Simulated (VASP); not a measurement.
Write the native input for VASP 6.6.1 that does the following.

| Quantity | Value |
| --- | --- |
| Task | single point |
| Functional | PBE |
| Potentials or basis | VASP PAW PBE potentials, release 64 (Al, N) |
| Cutoff | 600 eV |
| k mesh | 10 × 10 × 10 |
| Occupations | gaussian, width 0.02 eV |
| Spin | no spin polarisation |
| Dipole correction | no |
| Further INCAR settings | ALGO = Normal; EDIFF = 1e-06; NBANDS = 11 |

The structure of AlN lies in POSCAR:

```
AlN
1.0
    0.0000000000      2.1721267716      2.1721267716
    2.1721267716      0.0000000000      2.1721267716
    2.1721267716      2.1721267716      0.0000000000
Al N
1 1
Direct
    0.0000000000      0.0000000000      0.0000000000
    0.5000000000      0.5000000000      0.5000000000
```

This cell differs from its parent crystal: Ga replaced by Al, lengths x 0.997, strained.

These files were run (other wordings do the same):

INCAR

```
PREC = Accurate
ENCUT = 600
EDIFF = 1E-6
ISMEAR = 0
SIGMA = 0.02
LREAL = False
LASPH = True
NELM = 120
ALGO = Normal
ISIF = 2
LWAVE = False
LCHARG = True
GGA = PE
LELF = True
LVHAR = True
NBANDS = 11
GGA_COMPAT = False
```

KPOINTS

```
regular mesh
0
Gamma
  10 10 10
```

Potentials or basis: VASP PAW PBE potentials, release 64 (Al, N).

Launch:

```console
$ cat potpaw_PBE.64/Al/POTCAR potpaw_PBE.64/N/POTCAR > POTCAR
$ mpirun -np 1 vasp_std > vasp.out
```

It gave:

```yaml
Pressure: -33.3 GPa
Band_gap_on_the_k_mesh: 2.72 eV, indirect (least direct gap 2.90 eV)
```

Caveat: the cell differs from its parent crystal (Ga replaced by Al, lengths x 0.997, strained).

Run time: 20 s on 1 thread of AMD EPYC 7R43 64-Core Processor (Zen 3) (shared host), peak memory 0.11 GiB.
